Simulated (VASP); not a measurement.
# Ni (P6_3/mmc) in VASP: a series of runs

Runs on Ni. Level: PBEsol. Tasks: single point.

All numbers are computed with VASP 6.6.1; they aren't measurements. Logs are shortened: lines on timing, memory, paths and dates and some standing lists are left out, and cuts for length are marked.

**1. The cell of the first run**

The structure is hexagonal, space group P6_3/mmc (No. 194). Conventional cell: a = 2.407 Å, b = 2.407 Å, c = 4.004 Å, α = 90.00°, β = 90.00°, γ = 120.00°. Ni (site symmetry -6m2) has 12 Ni at 2.41 to 2.44 Å within 3.2 Å.

This isn't the form of Ni at room conditions, which is fcc.

**2. Single point, PBEsol, collinear spin, ferromagnetic start**

INCAR reads:

```
ALGO = Normal
EDIFF = 1E-6
ENCUT = 520
GGA = PS
ISIF = 2
ISMEAR = -1
ISPIN = 2
LASPH = True
LCHARG = False
LMAXMIX = 4
LORBIT = 11
LREAL = False
LWAVE = False
MAGMOM = 1.5 1.5
NBANDS = 21
NELM = 150
PREC = Accurate
SIGMA = 0.1
```

KPOINTS reads:

```
k-points
0
Gamma
  13 13 7
```

POSCAR reads:

```
Ni
1.0
    2.4065230676      0.0000000000      0.0000000000
   -1.2032610423      2.0841100061      0.0000000000
    0.0000000000      0.0000000000      4.0037640176
Ni
2
Direct
    0.3333333333      0.6666666667      0.2500000000
    0.6666666667      0.3333333333      0.7500000000
```

Potentials or basis: VASP PAW PBE potentials, release 64 (Ni).

On the command line:

```bash
cat potpaw_PBE.64/Ni/POTCAR > POTCAR
mpirun -np 1 vasp_std > vasp.out
```

OUTCAR:

```text
EDIFF = 1E-6
   ENCUT = 520
   GGA = PS
   ISIF = 2
   ISMEAR = -1
   ISPIN = 2
   LASPH = True
   LORBIT = 11
   LREAL = False
   NELM = 150
   PREC = Accurate

 ion  position               nearest neighbor table
   1  0.333  0.667  0.250-   2 2.44   2 2.44   2 2.44   2 2.44   2 2.44   2 2.44
   2  0.667  0.333  0.750-   1 2.44   1 2.44   1 2.44   1 2.44   1 2.44   1 2.44

  LATTYP: Found a hexagonal cell.
 ALAT       =     2.4065230676
 C/A-ratio  =     1.6637131268

  Lattice vectors:

 A1 = (   2.4065230676,   0.0000000000,   0.0000000000)
 A2 = (  -1.2032610423,   2.0841100061,   0.0000000000)
 A3 = (   0.0000000000,   0.0000000000,   4.0037640176)

Analysis of symmetry for initial positions (statically):
=====================================================================
 Subroutine PRICEL returns:
 Original cell was already a primitive cell.

 Routine SETGRP: Setting up the symmetry group for a
 hexagonal supercell.

 Subroutine GETGRP returns: Found 24 space group operations
 (whereof 12 operations were pure point group operations)
 out of a pool of 24 trial point group operations.

The static configuration has the point symmetry D_3d.
 The point group associated with its full space group is D_6h.

Analysis of symmetry for dynamics (positions and initial velocities):
=====================================================================
 Subroutine PRICEL returns:
 Original cell was already a primitive cell.

 Routine SETGRP: Setting up the symmetry group for a
 hexagonal supercell.

 Subroutine GETGRP returns: Found 24 space group operations
 (whereof 12 operations were pure point group operations)
 out of a pool of 24 trial point group operations.

The dynamic configuration has the point symmetry D_3d.
 The point group associated with its full space group is D_6h.

Analysis of structural, dynamic, and magnetic symmetry:
=====================================================================
 Subroutine PRICEL returns:
 Original cell was already a primitive cell.

 Routine SETGRP: Setting up the symmetry group for a
 hexagonal supercell.

 Subroutine GETGRP returns: Found 24 space group operations
 (whereof 12 operations were pure point group operations)
 out of a pool of 24 trial point group operations.

The overall configuration has the point symmetry D_3d.
 The point group associated with its full space group is D_6h.

 Subroutine INISYM returns: Found 24 space group operations
[... 117 lines left out ...]
     AMIX_MAG =   1.60;   BMIX_MAG =  1.00
  volume/ion in A,a.u.               =      10.04        67.76
  Fermi-wavevector in a.u.,A,eV,Ry     =   1.634902  3.089517 36.367084  2.672905
  Thomas-Fermi vector in A             =   2.726464
   LORBIT       =     11    0 simple, 1 ext, 2 COOP (PROOUT), +10 PAW based schemes
   GGA     = PS    functional components
   LHFCALC =     F    Hartree Fock is set to
   AEXX    =    0.0000 exact exchange contribution
   IVDW    =     0    specifies the selected vdW correction
   LEPSILON=     F    determine dielectric tensor
   LRPA    =     F    only Hartree local field effects (RPA)
 spin polarized calculation
  energy-cutoff  :      520.00
  volume of cell :       20.08
 maximum number of plane-waves:       559
 NGX is ok and might be reduce to    18
   NGX =  9   NGY =  9   NGZ = 15

 number of electron      19.9999983 magnetization       1.1995278

 Free energy of the ion-electron system (eV)
  ---------------------------------------------------
  ext. energy  EPLUGINS =         0.00000000
  ---------------------------------------------------
  free energy    TOTEN  =       -12.26012973 eV

  energy without entropy =      -12.14496030  energy(sigma->0) =      -12.20254501

 E-fermi :  10.3826     XC(G=0): -13.9174

 val. band max:       10.3810783422   @ k =   0.2308   0.1538   0.4286
 cond. band min:      10.3840815439   @ k =   0.0769  -0.0000   0.1429
 fundamental gap:      0.0030032017
 Fermi energy:        10.3825664521

 spin component 1

 k-point     1 :       0.0000    0.0000    0.0000
  band No.  band energies     occupation
      1       0.7336      1.00000
      2       5.0557      1.00000
      3       7.6870      1.00000
      4       7.8575      1.00000
      5       7.8575      1.00000
      6       8.1466      1.00000
[... 565 lines left out ...]
     20      39.5824      0.00000
     21      40.5582      0.00000

 [... further k-points ...]

 spin component 2

 k-point     1 :       0.0000    0.0000    0.0000
  band No.  band energies     occupation
      1       0.7335      1.00000
      2       5.4285      1.00000
      3       8.3346      1.00000
      4       8.4918      1.00000
      5       8.4918      1.00000
      6       8.7986      1.00000
[... 565 lines left out ...]
     20      39.6607      0.00000
     21      40.5944      0.00000

 [... further k-points ...]

------------------------ aborting loop because EDIFF is reached ----------------------------------------

  FORCE on cell =-STRESS in cart. coord.  units (eV):
  Direction    XX          YY          ZZ          XY          YZ          ZX
  --------------------------------------------------------------------------------------
  -------------------------------------------------------------------------------------
  Total        1.3411316      1.3411315      0.7842002      0.0000003      0.0000000      0.0000000
  in kB      107.0046970    107.0046862     62.5688819      0.0000252      0.0000000      0.0000000
  external PRESSURE =      92.1927550 kB  Pullay stress =       0.0000000 kB

 VOLUME and BASIS-vectors are now :
 -----------------------------------------------------------------------------
  energy-cutoff  :      520.00
  volume of cell :       20.08
      direct lattice vectors                 reciprocal lattice vectors
     2.406523068  0.000000000  0.000000000     0.415537259  0.239910463  0.000000000
    -1.203261042  2.084110006  0.000000000     0.000000000  0.479821121  0.000000000
     0.000000000  0.000000000  4.003764018     0.000000000  0.000000000  0.249764970

 POSITION                                       TOTAL-FORCE (eV/Angst)
 -----------------------------------------------------------------------------------
      0.00000      1.38941      1.00094         0.000000      0.000000      0.000000
      1.20326      0.69470      3.00282        -0.000000      0.000000      0.000000
 -----------------------------------------------------------------------------------
    total drift:                               -0.000000      0.000000     -0.000000

  FREE ENERGIE OF THE ION-ELECTRON SYSTEM (eV)
  ---------------------------------------------------
  free  energy   TOTEN  =       -12.2601297255 eV

  energy  without entropy=      -12.1449602988  energy(sigma->0) =      -12.20254501

 total charge

# of ion       s       p       d       tot
------------------------------------------
    1        0.536   0.579   8.357   9.471
    2        0.536   0.579   8.357   9.471
--------------------------------------------------
tot          1.072   1.157  16.713  18.942

 magnetization (x)

# of ion       s       p       d       tot
------------------------------------------
    1       -0.005  -0.023   0.630   0.602
    2       -0.005  -0.023   0.630   0.602
--------------------------------------------------
tot         -0.010  -0.047   1.260   1.204
```

OSZICAR:

```text
N       E                     dE             d eps       ncg     rms          rms(c)
DAV:   1     0.942143528575E+02    0.94214E+02   -0.88013E+03  7717   0.138E+03
DAV:   2    -0.889782370088E+01   -0.10311E+03   -0.95071E+02  7136   0.237E+02
DAV:   3    -0.144618821985E+02   -0.55641E+01   -0.53806E+01  8152   0.628E+01
DAV:   4    -0.145259436406E+02   -0.64061E-01   -0.64014E-01  8041   0.633E+00
DAV:   5    -0.145275819152E+02   -0.16383E-02   -0.16382E-02  8219   0.102E+00    0.168E+01
DAV:   6    -0.128696820682E+02    0.16579E+01   -0.73113E+00  8373   0.606E+01    0.830E+00
DAV:   7    -0.123036538513E+02    0.56603E+00   -0.14888E+00  8239   0.237E+01    0.293E+00
DAV:   8    -0.122670914672E+02    0.36562E-01   -0.12395E-02 10418   0.163E+00    0.139E+00
DAV:   9    -0.122620125468E+02    0.50789E-02   -0.78770E-04  9858   0.258E-01    0.525E-01
DAV:  10    -0.122601100328E+02    0.19025E-02   -0.19497E-04 12819   0.257E-01    0.985E-02
DAV:  11    -0.122601428525E+02   -0.32820E-04   -0.25622E-05  8844   0.567E-02    0.355E-02
DAV:  12    -0.122601288677E+02    0.13985E-04   -0.22971E-06  8672   0.232E-02    0.159E-02
DAV:  13    -0.122601297255E+02   -0.85782E-06   -0.24527E-06  6820   0.152E-02
   1 F= -.12260130E+02 E0= -.12202545E+02  d E =-.115169E+00  mag=     1.1998
```

It took 95 s on 1 thread of Intel Xeon 8259CL, shared host; peak memory 0.17 GiB.

Results:

| Property | Result |
| --- | --- |
| Free energy | -12.2601 eV |
| Pressure | 9.2 GPa |
| Net moment | 1.20 μB per cell |
| Site moments | Ni +0.60 μB |
| Valence electrons inside the program's atomic spheres | Ni 9.47 |

Stress tensor (GPa, compression positive):
```
10.70  0.00  0.00
 0.00 10.70  0.00
 0.00  0.00  6.26
```

Levels at points of the mesh, in eV from the Fermi level:
Spin up:
```tsv
k point	band 8	band 9	band 10	band 11	band 12	band 13	band 14	band 15
(0.00, 0.00, 0.00)	-1.70	-1.70	-0.71	-0.68	-0.68	5.97	23.49	25.86
```
Spin down:
| k point | band 6 | band 7 | band 8 | band 9 | band 10 | band 11 | band 12 | band 13 |
| --- | --- | --- | --- | --- | --- | --- | --- | --- |
| (0.00, 0.00, 0.00) | -1.58 | -1.58 | -1.05 | -1.05 | -0.73 | 0.00 | 0.00 | 6.37 |

Caveat: the cell stands under pressure; the PAW data sets were made with another functional, which shifts forces and pressure a little.

**3. Single point, PBEsol, collinear spin, ferromagnetic start**

This run uses another cell than the first one, of 10.30 Å³/atom.

INCAR reads:

```
PREC = Accurate
ENCUT = 520
EDIFF = 1E-7
ISMEAR = -1
SIGMA = 0.1
LREAL = F
LASPH = T
NELM = 150
ALGO = Normal
ISIF = 2
LWAVE = F
LCHARG = F
ISPIN = 2
MAGMOM = 1.5 1.5
LORBIT = 11
LMAXMIX = 4
GGA = PS
NBANDS = 21
```

KPOINTS reads:

```
Automatic mesh
0
Gamma
  13 13 7
```

POSCAR reads:

```
Ni
1.0
    2.4274504055      0.0000000000      0.0000000000
   -1.2137247070      2.1022336115      0.0000000000
    0.0000000000      0.0000000000      4.0385811045
Ni
2
Direct
    0.3333333333      0.6666666667      0.2500000000
    0.6666666667      0.3333333333      0.7500000000
```

Potentials or basis: VASP PAW PBE potentials, release 64 (Ni).

On the command line:

```bash
cat potpaw_PBE.64/Ni/POTCAR > POTCAR
mpirun -np 1 vasp_std > vasp.out
```

It took 85 s on 1 thread of Intel Xeon 8259CL, shared host; peak memory 0.17 GiB.

The run converged. Its results:

```yaml
Free_energy: -12.2799 eV
Pressure: 2.8 GPa
Net_moment: 1.21 μB per cell
Site_moments: Ni +0.61 μB
Valence_electrons_inside_the_program's_atomic_spheres: Ni 9.42
```

Stress tensor (GPa, compression positive):
```
4.13 0.00 0.00
0.00 4.13 0.00
0.00 0.00 0.12
```

Levels at points of the mesh, in eV from the Fermi level:
Spin up:
```
           k point  band 8  band 9  band 10  band 11  band 12  band 13  band 14  band 15
(0.00, 0.00, 0.00)   -1.66   -1.66    -0.69    -0.69    -0.65     5.77    23.26    25.56
```
Spin down:
| k point | band 6 | band 7 | band 8 | band 9 | band 10 | band 11 | band 12 | band 13 |
| --- | --- | --- | --- | --- | --- | --- | --- | --- |
| (0.00, 0.00, 0.00) | -1.52 | -1.52 | -1.01 | -1.01 | -0.68 | 0.00 | 0.00 | 6.18 |

Caveat: the PAW data sets were made with another functional, which shifts forces and pressure a little.
